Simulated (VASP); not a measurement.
Here is a VASP 6.6.1 calculation.

The input INCAR:

```
ALGO = Normal
EDIFF = 1E-6
ENCUT = 520
ISIF = 2
ISMEAR = 0
LASPH = True
LCHARG = True
LELF = True
LREAL = False
LVHAR = True
LWAVE = False
NBANDS = 11
NELM = 60
PREC = Accurate
SIGMA = 0.01
```

The input KPOINTS:

```
k-points
0
Gamma
  10 10 10
```

The input POSCAR:

```
MgO
1.0
    0.0000000000      2.0933230742      2.0933230742
    2.0933230742      0.0000000000      2.0933230742
    2.0933230742      2.0933230742      0.0000000000
Mg O
1 1
Direct
    0.0000000000      0.0000000000      0.0000000000
    0.5000000000      0.5000000000      0.5000000000
```

Potentials or basis: VASP PAW LDA potentials, release 64 (Mg, O).

Launch:

```console
$ cat potpaw_LDA.64/Mg/POTCAR potpaw_LDA.64/O/POTCAR > POTCAR
$ mpirun -np 1 vasp_std > vasp.out
```

Q: Estimate the pressure.

A: -5.0 GPa.

Q: Estimate the band gap on the k mesh.

A: 4.84 eV, direct.
